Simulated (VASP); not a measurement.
Input of a VASP 6.6.1 run:

INCAR

```
SYSTEM = PtS2
ALGO = Normal
EDIFF = 1E-7
ENCUT = 520
ISIF = 2
ISMEAR = -1
LASPH = .TRUE.
LCHARG = .FALSE.
LREAL = .FALSE.
LWAVE = .FALSE.
NBANDS = 18
NELM = 80
PREC = Accurate
SIGMA = 0.05
```

File KPOINTS:

```
k-points
0
G
  9 9 5
  0 0 0
```

File POSCAR:

```
PtS2
1.0
    3.4708695004      0.0000000000      0.0000000000
   -1.7354347502      3.0058611606      0.0000000000
    0.0000000000      0.0000000000      4.9359384846
Pt S
1 2
Direct
    0.0000000000      0.0000000000      0.0000000000
    0.6666666667      0.3333333333      0.7730000000
    0.3333333333      0.6666666667      0.2270000000
```

Potentials or basis: VASP PAW LDA potentials, release 64 (Pt, S).

Run with:

```sh
$ cat potpaw_LDA.64/Pt/POTCAR potpaw_LDA.64/S/POTCAR > POTCAR
$ mpirun -np 1 vasp_std > vasp.out
```

Task: Estimate the band gap on the k mesh.

Result: 0.98 eV (least direct gap 1.03 eV).

Task: Predict the largest force.

Result: 1.840 eV/Å.

Forces on the atoms (eV/Å):
```
Pt   0.000  0.000  0.000
S    0.000  0.000 -1.840
S    0.000  0.000  1.840
```

Caveat: spin-orbit coupling is left out, which moves the levels of the heavy elements; an odd mesh through Γ misses points on the zone boundary, where band edges can lie; forces of over 1 eV/Å act on the atoms, so gaps and moduli don't describe the material at rest. LDA gaps usually lie below the measured ones, often by a third to a half.
